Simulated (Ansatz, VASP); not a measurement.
# Two plane-wave programs on RbCl

Contents of INCAR:

```
PREC     = Accurate       # precision mode
ENCUT    = 500            # plane-wave cutoff, eV
EDIFF    = 1E-6           # SCF threshold, eV
ISMEAR   = -1             # smearing method
SIGMA    = 0.05           # smearing width, eV
LREAL    = F              # projectors in reciprocal space
LASPH    = T              # aspherical terms in the spheres
NELM     = 120            # most SCF steps
ALGO     = Normal         # electronic algorithm
ISIF     = 2              # what is computed and relaxed
LWAVE    = F              # write WAVECAR
LCHARG   = T              # write CHGCAR
GGA      = PS             # functional
LELF     = T              # ELF
LVHAR    = T            
NBANDS   = 15             # bands
GGA_COMPAT= F
```

KPOINTS

```
regular mesh
0
Gamma
  6 6 6
```

The input POSCAR:

```
RbCl
1.0
    0.0000000000      3.2740000000      3.2740000000
    3.2740000000      0.0000000000      3.2740000000
    3.2740000000      3.2740000000      0.0000000000
Rb Cl
1 1
Direct
    0.0000000000      0.0000000000      0.0000000000
    0.5000000000      0.5000000000      0.5000000000
```

Input for Ansatz:

```yaml
crystal:
  lattice:
    - [0.0, 3.274, 3.274]
    - [3.274, 0.0, 3.274]
    - [3.274, 3.274, 0.0]
  atoms:
    - { symbol: Rb, position: [0.0, 0.0, 0.0] }
    - { symbol: Cl, position: [0.5, 0.5, 0.5] }
basis:
  ecutwfc: 520.0
kpoints:
  mp_grid:
    grid: [6, 6, 6]
hamiltonian:
  xc: pbesol
scf:
  occupations:
    method: fermi_dirac
    width: 0.05
output:
  stress: true
```

Alike in both runs: task single point; functional PBEsol; k mesh 6 × 6 × 6; occupations fermi-dirac, width 0.05 eV; no spin polarisation.

|  | VASP | Ansatz |
| --- | --- | --- |
| version | VASP 6.6.1 | Ansatz 0.2.0 |
| potentials or method | VASP PAW PBE potentials, release 64 (Rb_sv, Cl), cutoff 500 eV | plane waves, PAW |
| valence electrons in the cell | 16 | 16 |

|  | VASP | Ansatz | Ansatz less VASP |
| --- | --- | --- | --- |
| pressure (GPa) | 0.0 | 0.0 | -0.01 |

VASP's potentials were made for PBE, not for PBEsol.
